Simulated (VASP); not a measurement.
# WS2 (P6_3/mmc) in VASP: single point with r2SCAN

Aim: the single point of WS2 with r2SCAN.

Program: VASP 6.6.1. These are calculated values, not measurements. Logs are shortened: lines on timing, memory, paths and dates and some standing lists are left out, and cuts for length are marked.

**1. The cell of the first run**

It takes space group P6_3/mmc (No. 194, hexagonal). The conventional cell has a = 3.182 Å, b = 3.182 Å, c = 13.063 Å, α = 90.00°, β = 90.00°, γ = 120.00°. Within 3.2 Å of W (site symmetry -6m2) lie 6 S at 2.41 Å and 6 W at 3.18 Å. S (site symmetry 3m) has 3 W at 2.41 Å and 7 S at 3.12 to 3.18 Å within 3.2 Å.

**2. Single point, r2SCAN**

Contents of POSCAR:

```
WS2
1.0
    3.1816037149      0.0000000000      0.0000000000
   -1.5908018575      2.7553496419      0.0000000000
    0.0000000000      0.0000000000     13.0628868458
W S
2 4
Direct
    0.3333333333      0.6666666667      0.2500000000
    0.6666666667      0.3333333333      0.7500000000
    0.3333333333      0.6666666667      0.6306195338
    0.6666666667      0.3333333333      0.1306195338
    0.3333333333      0.6666666667      0.8693804662
    0.6666666667      0.3333333333      0.3693804662
```

Contents of INCAR.step1:

```
SYSTEM = WS2
  PREC = Accurate
  ENCUT = 520
  ISMEAR = 0
  SIGMA = 0.02
  LREAL = .FALSE.
  LASPH = .TRUE.
  NELM = 80
  NBANDS = 35
  GGA = PE
  ALGO = Normal
  EDIFF = 1E-4
  LWAVE = .TRUE.
  LCHARG = .FALSE.
```

Contents of INCAR.step2:

```
SYSTEM = WS2
  PREC = Accurate
  ENCUT = 520
  EDIFF = 1E-6
  ISMEAR = 0
  SIGMA = 0.02
  LREAL = .FALSE.
  LASPH = .TRUE.
  NELM = 80
  ALGO = Normal
  ISIF = 2
  LWAVE = .FALSE.
  LCHARG = .TRUE.
  METAGGA = R2SCAN
  LMIXTAU = .TRUE.
  LELF = .TRUE.
  LVHAR = .TRUE.
  NBANDS = 35
  ISTART = 1
```

Contents of KPOINTS:

```
regular mesh
0
G
  12 12 4
  0 0 0
```

Potentials or basis: VASP PAW PBE potentials, release 64 (W_sv, S).

Started as:

```bash
$ cat potpaw_PBE.64/W_sv/POTCAR potpaw_PBE.64/S/POTCAR > POTCAR
$ cp INCAR.step1 INCAR
$ mpirun -np 1 vasp_std > vasp.out
$ cp INCAR.step2 INCAR
$ mpirun -np 1 vasp_std > vasp.out
```

OUTCAR:

```text
SYSTEM = WS2
   PREC = Accurate
   ENCUT = 520
   EDIFF = 1E-6
   ISMEAR = 0
   LREAL = .FALSE.
   LASPH = .TRUE.
   NELM = 80
   ISIF = 2
   METAGGA = R2SCAN
   ISTART = 1

 ion  position               nearest neighbor table
   1  0.333  0.667  0.250-   4 2.41   6 2.41   4 2.41   6 2.41   4 2.41   6 2.41
   2  0.667  0.333  0.750-   3 2.41   5 2.41   3 2.41   5 2.41   3 2.41   5 2.41
   3  0.333  0.667  0.631-   2 2.41   2 2.41   2 2.41
   4  0.667  0.333  0.131-   1 2.41   1 2.41   1 2.41
   5  0.333  0.667  0.869-   2 2.41   2 2.41   2 2.41
   6  0.667  0.333  0.369-   1 2.41   1 2.41   1 2.41

  LATTYP: Found a hexagonal cell.
 ALAT       =     3.1816037149
 C/A-ratio  =     4.1057554668

  Lattice vectors:

 A1 = (   3.1816037149,   0.0000000000,   0.0000000000)
 A2 = (  -1.5908018575,   2.7553496419,   0.0000000000)
 A3 = (   0.0000000000,   0.0000000000,  13.0628868458)

Analysis of symmetry for initial positions (statically):
=====================================================================
 Subroutine PRICEL returns:
 Original cell was already a primitive cell.

 Routine SETGRP: Setting up the symmetry group for a
 hexagonal supercell.

 Subroutine GETGRP returns: Found 24 space group operations
 (whereof 12 operations were pure point group operations)
 out of a pool of 24 trial point group operations.

The static configuration has the point symmetry D_3d.
 The point group associated with its full space group is D_6h.

Analysis of symmetry for dynamics (positions and initial velocities):
=====================================================================
 Subroutine PRICEL returns:
 Original cell was already a primitive cell.

 Routine SETGRP: Setting up the symmetry group for a
 hexagonal supercell.

 Subroutine GETGRP returns: Found 24 space group operations
 (whereof 12 operations were pure point group operations)
 out of a pool of 24 trial point group operations.

The dynamic configuration has the point symmetry D_3d.
 The point group associated with its full space group is D_6h.

 Subroutine INISYM returns: Found 24 space group operations
 (whereof 12 operations are pure point group operations),
 and found     1 'primitive' translations

----------------------------------------------------------------------------------------

                                     Primitive cell

  volume of cell :     114.5149

  direct lattice vectors                    reciprocal lattice vectors
[... 94 lines left out ...]
   NELM   =     80;   NELMIN=  2; NELMDL=  0     # of ELM steps
   EDIFF  = 0.1E-05   stopping-criterion for ELM
   LREAL  =      F    real-space projection
   EDIFFG = 0.1E-04   stopping-criterion for IOM
   NSW    =      0    number of steps for IOM
   IBRION =     -1    ionic relax: 0-MD 1-quasi-New 2-CG
   NFREE  =      0    steps in history (QN), initial steepest desc. (CG)
   ISIF   =      2    stress and relaxation
   ISYM   =      2    0-nonsym 1-usesym 2-fastsym
   POTIM  = 0.5000    time-step for ionic-motion
   TEBEG  =    0.0;   TEEND  =   0.0 temperature during run
   PSTRESS=    0.0 pullay stress
   NELECT =      52.0000    total number of electrons
   NUPDOWN=      -1.0000    fix difference up-down
   EMIN   =  10.00;   EMAX   =-10.00  energy-range for DOS
   EFERMI =   0.00;   METHOD = LEGACY
   ISMEAR =     0;   SIGMA  =   0.02  broadening in eV -4-tet -1-fermi 0-gaus
   EFERMI_NEDOS =   21; number of points for ismear=-14 and -15
   IALGO  =     38    algorithm
   IMIX   =      4    mixing-type and parameters
     AMIX     =   0.40;   BMIX     =  1.00
     AMIX_MAG =   1.60;   BMIX_MAG =  1.00
  volume/ion in A,a.u.               =      19.09       128.80
  Fermi-wavevector in a.u.,A,eV,Ry     =   1.258313  2.377866 21.542800  1.583351
  Thomas-Fermi vector in A             =   2.391929
   LORBIT       =      0    0 simple, 1 ext, 2 COOP (PROOUT), +10 PAW based schemes
   METAGGA = R2SCAN    functional components
   LHFCALC =     F    Hartree Fock is set to
   AEXX    =    0.0000 exact exchange contribution
   IVDW    =     0    specifies the selected vdW correction
   LEPSILON=     F    determine dielectric tensor
   LRPA    =     F    only Hartree local field effects (RPA)
 non-spin polarized calculation
 Gauss-broadening in eV      SIGMA  =   0.02
  energy-cutoff  :      520.00
  volume of cell :      114.51
 maximum number of plane-waves:      3117
 NGX is ok and might be reduce to    24
   NGX = 11   NGY = 11   NGZ = 49

 number of electron      52.0000000 magnetization

 Free energy of the ion-electron system (eV)
  ---------------------------------------------------
  ext. energy  EPLUGINS =         0.00000000
  ---------------------------------------------------
  free energy    TOTEN  =      -140.16636169 eV

  energy without entropy =     -140.16636169  energy(sigma->0) =     -140.16636169

 E-fermi :   6.4488     XC(G=0): -11.1333

 val. band max:        6.3095510377   @ k =   0.0000   0.0000   0.0000
 cond. band min:       7.6882556158   @ k =   0.1667   0.1667   0.0000
 fundamental gap:      1.3787045781
 Fermi energy:         6.4488015003

 k-point     1 :       0.0000    0.0000    0.0000
  band No.  band energies     occupation
      1     -70.1776      2.00000
      2     -70.1775      2.00000
      3     -33.7655      2.00000
      4     -33.7655      2.00000
      5     -33.6115      2.00000
      6     -33.6115      2.00000
[... 901 lines left out ...]
     34      10.5810      0.00000
     35      12.7665      0.00000

 [... further k-points ...]
[... 5 lines left out ...]
  --------------------------------------------------------------------------------------
  -------------------------------------------------------------------------------------
  Total        0.1486215      0.1486215      0.0949428     -0.0000000      0.0000000     -0.0000000
  in kB        2.0793631      2.0793631      1.3283440     -0.0000000      0.0000000     -0.0000000
  external PRESSURE =       1.8290234 kB  Pullay stress =       0.0000000 kB

 VOLUME and BASIS-vectors are now :
 -----------------------------------------------------------------------------
  energy-cutoff  :      520.00
  volume of cell :      114.51
      direct lattice vectors                 reciprocal lattice vectors
     3.181603715  0.000000000  0.000000000     0.314306900  0.181465173  0.000000000
    -1.590801858  2.755349642  0.000000000     0.000000000  0.362930346  0.000000000
     0.000000000  0.000000000 13.062886846     0.000000000  0.000000000  0.076552757

 POSITION                                       TOTAL-FORCE (eV/Angst)
 -----------------------------------------------------------------------------------
     -0.00000      1.83690      3.26572        -0.000000     -0.000000     -0.000000
      1.59080      0.91845      9.79717         0.000000      0.000000     -0.000000
     -0.00000      1.83690      8.23771         0.000000     -0.000000     -0.021863
      1.59080      0.91845      1.70627        -0.000000      0.000000     -0.021863
     -0.00000      1.83690     11.35662        -0.000000     -0.000000      0.021863
      1.59080      0.91845      4.82518         0.000000      0.000000      0.021863
 -----------------------------------------------------------------------------------
    total drift:                               -0.000000      0.000000     -0.000000

  FREE ENERGIE OF THE ION-ELECTRON SYSTEM (eV)
  ---------------------------------------------------
  free  energy   TOTEN  =      -140.1663616902 eV

  energy  without entropy=     -140.1663616902  energy(sigma->0) =     -140.16636169
```

OUTCAR.step1:

```text
SYSTEM = WS2
   PREC = Accurate
   ENCUT = 520
   ISMEAR = 0
   LREAL = .FALSE.
   LASPH = .TRUE.
   NELM = 80
[... 1151 lines left out ...]
      1.59080      0.91845      1.70627         0.000000     -0.000000     -0.232349
     -0.00000      1.83690     11.35662        -0.000000      0.000000      0.232349
      1.59080      0.91845      4.82518         0.000000      0.000000      0.232349
 -----------------------------------------------------------------------------------
    total drift:                               -0.000000      0.000000     -0.000000

  FREE ENERGIE OF THE ION-ELECTRON SYSTEM (eV)
  ---------------------------------------------------
  free  energy   TOTEN  =       -47.3273654093 eV

  energy  without entropy=      -47.3273654093  energy(sigma->0) =      -47.32736541
```

Wall time 5 min (1 thread of Intel Xeon 6975P-C (Granite Rapids), shared host); peak memory 0.35 GiB.

Results:

```yaml
Free_energy: -140.1664 eV
Pressure: 0.2 GPa
Largest_force: 0.022 eV/Å
Band_gap_on_the_k_mesh: 1.38 eV (least direct gap 1.88 eV)
```

Forces on the atoms (eV/Å):
```
W    0.000  0.000  0.000
W    0.000  0.000  0.000
S    0.000  0.000 -0.022
S    0.000  0.000 -0.022
S    0.000  0.000  0.022
S    0.000  0.000  0.022
```

Caveat: the PAW data sets were made with another functional, which shifts forces and pressure a little; spin-orbit coupling is left out, which moves the levels of the heavy elements. r2SCAN opens gaps a little over a GGA but as a rule still falls short of measured ones.
